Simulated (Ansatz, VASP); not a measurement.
One calculation of CaO, two programs

Contents of POSCAR:

```
CaO
1.0
    0.0501878095      2.3997869208      2.3997869208
    2.3997869208      0.0501878095      2.3997869208
    2.3997869208      2.3997869208      0.0501878095
Ca O
1 1
Direct
    0.0000000000      0.0000000000      0.0000000000
    0.5000000000      0.5000000000      0.5000000000
```

Contents of INCAR.step1:

```
SYSTEM = CaO
ALGO = Normal
EDIFF = 1E-4
ENCUT = 520
GGA = PE
ISMEAR = 0
LASPH = .TRUE.
LCHARG = .FALSE.
LREAL = .FALSE.
LWAVE = .TRUE.
NBANDS = 15
NELM = 80
PREC = Accurate
SIGMA = 0.01
```

File INCAR.step2:

```
SYSTEM = CaO
ALGO = Normal
EDIFF = 1E-6
ENCUT = 520
ISIF = 2
ISMEAR = 0
ISTART = 1
LASPH = .TRUE.
LCHARG = .TRUE.
LELF = .TRUE.
LMIXTAU = .TRUE.
LREAL = .FALSE.
LVHAR = .TRUE.
LWAVE = .FALSE.
METAGGA = R2SCAN
NBANDS = 15
NELM = 80
PREC = Accurate
SIGMA = 0.01
```

The input KPOINTS:

```
k-points
0
G
  10 10 10
  0 0 0
```

Input for Ansatz:

```yaml
crystal:
  lattice:
    - [0.0501878095, 2.3997869208, 2.3997869208]
    - [2.3997869208, 0.0501878095, 2.3997869208]
    - [2.3997869208, 2.3997869208, 0.0501878095]
  atoms:
    - { symbol: Ca, position: [0.0, 0.0, 0.0] }
    - { symbol: O, position: [0.5, 0.5, 0.5] }
kpoints:
  mp_grid: { grid: [10, 10, 10] }
  band_path:
    path:
      - [0.0, 0.0, 0.0]
      - [0.5, 0.0, 0.5]
      - [0.625, 0.25, 0.625]
      - [0.375, 0.375, 0.75]
      - [0.5, 0.5, 0.5]
      - [0.5, 0.25, 0.75]
      - [0.0, 0.5, 0.5]
    npoints: 1
hamiltonian:
  xc: r2scan
scf:
  occupations: { method: fixed }
  n_extra_bands: 4
output:
  forces: true
  stress: true
  eigenvalues: true
  write_density: true
  write_potential: true
  elf: true
  volumetric_format: npy
```

Change from the starting cell: epitaxial_111 strain -2.0%.

Alike in both runs: task single point; functional r2SCAN; k mesh 10 × 10 × 10; no spin polarisation.

```csv
,VASP,Ansatz
version,VASP 6.6.1,Ansatz 0.2.0
potentials or method,"VASP PAW PBE potentials, release 64 (Ca_sv, O)","plane waves, PAW"
plane-wave cutoff (eV),520,500
occupations,"gaussian, width 0.01 eV",fixed
valence electrons in the cell,16,16
```

Ansatz gave:

- gap on the k mesh at the Fermi level (eV): 4.14
- pressure (GPa): 3.6
- traceless stress, the component that is largest in VASP (GPa): -1.78

Problem. Which values does VASP return?

Solution. gap on the k mesh at the Fermi level (eV): 4.13; pressure (GPa): 4.7; traceless stress, the component that is largest in VASP (GPa): -1.75.

VASP's potentials were made for PBE, not for r2SCAN.
